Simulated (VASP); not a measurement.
Set up this calculation in VASP 6.6.1, as the native input.

```yaml
Task: single point
Functional: PBE
Potentials_or_basis: VASP PAW PBE potentials, release 64 (Ga_d, N)
Cutoff: 520 eV
k_mesh: 8 × 8 × 8
Occupations: gaussian, width 0.01 eV
Spin: no spin polarisation
Dipole_correction: no
Further_INCAR_settings: ALGO = Normal; EDIFF = 1e-07; NBANDS = 16
```

The structure of GaN lies in POSCAR:

```
GaN
1.0
    0.0000000000      2.2976985149      2.2976985149
    2.2976985149      0.0000000000      2.2976985149
    2.2976985149      2.2976985149      0.0000000000
Ga N
1 1
Direct
    0.0000000000      0.0000000000      0.0000000000
    0.7500000000      0.7500000000      0.7500000000
```

These files were run (other wordings do the same):

INCAR

```
ALGO = Normal
EDIFF = 1E-7
ENCUT = 520
GGA = PE
ISIF = 2
ISMEAR = 0
LASPH = T
LCHARG = F
LREAL = F
LWAVE = F
NBANDS = 16
NELM = 60
PREC = Accurate
SIGMA = 0.01
```

KPOINTS

```
k-points
0
Gamma
  8 8 8
```

Potentials or basis: VASP PAW PBE potentials, release 64 (Ga_d, N).

Command:

```bash
$ cat potpaw_PBE.64/Ga_d/POTCAR potpaw_PBE.64/N/POTCAR > POTCAR
$ mpirun -np 1 vasp_std > vasp.out
```

It gave:

```json
{
 "Pressure": "-4.8 GPa",
 "Band gap on the k mesh": "1.35 eV, direct"
}
```

Run time: 11 s on 1 thread of Intel Xeon 8259CL (shared host), peak memory 0.14 GiB.
